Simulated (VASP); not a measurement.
Here is a VASP 6.6.1 calculation.

Contents of INCAR:

```
SYSTEM = SiC
PREC = Accurate
ENCUT = 600
EDIFF = 1E-6
ISMEAR = 0
SIGMA = 0.1
LREAL = .FALSE.
LASPH = .TRUE.
NELM = 60
ALGO = Normal
ISIF = 3
LWAVE = .FALSE.
LCHARG = .FALSE.
GGA = PE
IBRION = 2
NSW = 100
EDIFFG = -0.01
```

Contents of KPOINTS:

```
Automatic mesh
0
G
  24 24 14
  0 0 0
```

POSCAR

```
SiC
1.0
    2.5044060063      0.0000000000      0.0000000000
   -1.2522030032      2.1688792229      0.0000000000
    0.0000000000      0.0000000000      3.8516617995
Si C
1 1
Direct
    0.0000000000      0.0000000000      0.0000000000
    0.0000000000      0.0000000000      0.5000000000
```

Potentials or basis: VASP PAW PBE potentials, release 64 (Si, C).

The run is started by

```console
$ cat potpaw_PBE.64/Si/POTCAR potpaw_PBE.64/C/POTCAR > POTCAR
$ mpirun -np 1 vasp_std > vasp.out
```

Task: Predict the relaxed cell.

Result: a = 2.479 Å, b = 2.479 Å, c = 3.884 Å, α = 90.00°, β = 90.00°, γ = 120.00°.

Task: What does it give for the space group after relaxing (to 0.1 Å)?

Result: P6/mmm (No. 191).

Task: Predict the band gap on the k mesh.

Result: Zero (bands 4 and 5 overlap by 7.59 eV).

Task: Estimate the relaxed volume.

Result: 10.33 Å³/atom.

The path:
| step | energy change (eV) | largest force (eV/Å) | pressure (GPa) | volume (Å³) |
| --- | --- | --- | --- | --- |
| 1 | 0.0000 | 0.0000 | -0.71 | 20.92 |
| 2 | -0.0045 | 0.0000 | -0.72 | 20.78 |
| 3 | -0.0047 | 0.0000 | -0.68 | 20.75 |
| 4 | -0.0047 | 0.0000 | 0.65 | 20.59 |
| 5 | -0.0048 | 0.0000 | 0.01 | 20.67 |
